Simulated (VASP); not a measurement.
Wanted: the native input for a VASP 6.6.1 run.

```
Task                   : single point
Functional             : LDA
Potentials or basis    : VASP PAW LDA potentials, release 64 (Y_sv, In_d)
Cutoff                 : 520 eV
k mesh                 : 11 × 11 × 9
Occupations            : fermi-dirac, width 0.03 eV
Spin                   : no spin polarisation
Dipole correction      : no
Further INCAR settings : ALGO = Normal; EDIFF = 1e-06; NBANDS = 19
```

The structure of YIn lies in POSCAR:

```
YIn
1.0
    3.5424350136      0.0000000000      0.0000000000
    0.0000000000      3.5424350136      0.0000000000
    0.0000000000      0.0000000000      4.1949607700
Y In
1 1
Direct
    0.0000000000      0.0000000000      0.0000000000
    0.5000000000      0.5000000000      0.5000000000
```

The input as run:

INCAR

```
  PREC = Accurate
  ENCUT = 520
  EDIFF = 1E-6
  ISMEAR = -1
  SIGMA = 0.03
  LREAL = False
  LASPH = True
  NELM = 100
  ALGO = Normal
  ISIF = 2
  LWAVE = False
  LCHARG = False
  GGA = CA
  NBANDS = 19
```

KPOINTS

```
regular mesh
0
Gamma
  11 11 9
```

Potentials or basis: VASP PAW LDA potentials, release 64 (Y_sv, In_d).

Run with:

```console
$ cat potpaw_LDA.64/Y_sv/POTCAR potpaw_LDA.64/In_d/POTCAR > POTCAR
$ mpirun -np 1 vasp_std > vasp.out
```

It gave:

```
Pressure               : -4.1 GPa
Band gap on the k mesh : zero (bands 12 and 13 overlap by 1.52 eV)
```

Caveat: the cell stands under tension; spin-orbit coupling is left out, which moves the levels of the heavy elements.

It took 30 s on 1 thread of Intel(R) Xeon(R) 6975P-C (Granite Rapids), on a shared host, peak memory 0.25 GiB.
